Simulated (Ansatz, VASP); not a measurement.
# One calculation of ZnS, two programs

```xyz
8
Lattice="5.4093 0.0000 0.0000 0.0000 -5.4093 0.0000 0.0000 0.0000 -5.4093" Properties=species:S:1:pos:R:3 pbc="T T T"
Zn   -0.1276   -2.7662   -2.9647
Zn    2.7019    0.0262   -2.6118
Zn    2.8540   -2.6593    0.0581
Zn   -0.0911    0.0649   -0.0841
S     4.1556   -4.3217   -4.2270
S     1.3436   -1.2111   -4.0347
S     1.1108   -3.9471   -0.9952
S     4.2807   -1.4136   -1.3686
```

Change from the starting cell: all atoms moved at random (sigma 0.15 Å a component).

Alike in both runs: task single point; functional r2SCAN; k mesh 4 × 4 × 4; occupations gaussian, width 0.05 eV; no spin polarisation.

|  | VASP | Ansatz |
| --- | --- | --- |
| version | VASP 6.6.1 | Ansatz 0.2.0 |
| potentials or method | VASP PAW PBE potentials, release 64 (Zn, S), cutoff 520 eV | scalar-relativistic, plane waves, PAW |
| valence electrons in the cell | 72 | 72 |

VASP gave:

| Quantity | Value |
| --- | --- |
| gap on the k mesh at the Fermi level (eV) | 2.16 |
| least direct gap on the mesh (eV) | 2.16 |
| pressure (GPa) | 2.6 |
| traceless stress, the component that is largest in VASP (GPa) | -3.77 |
| rms of the force components (eV/Å) | 1.810 |

Problem. Which values does Ansatz return?

Solution. gap on the k mesh at the Fermi level (eV): 2.15; least direct gap on the mesh (eV): 2.15; pressure (GPa): 2.5; traceless stress, the component that is largest in VASP (GPa): -3.71; rms of the force components (eV/Å): 1.794.

VASP's potentials were made for PBE, not for r2SCAN. Atom by atom the forces differ by 0.019 eV/Å (rms over components).
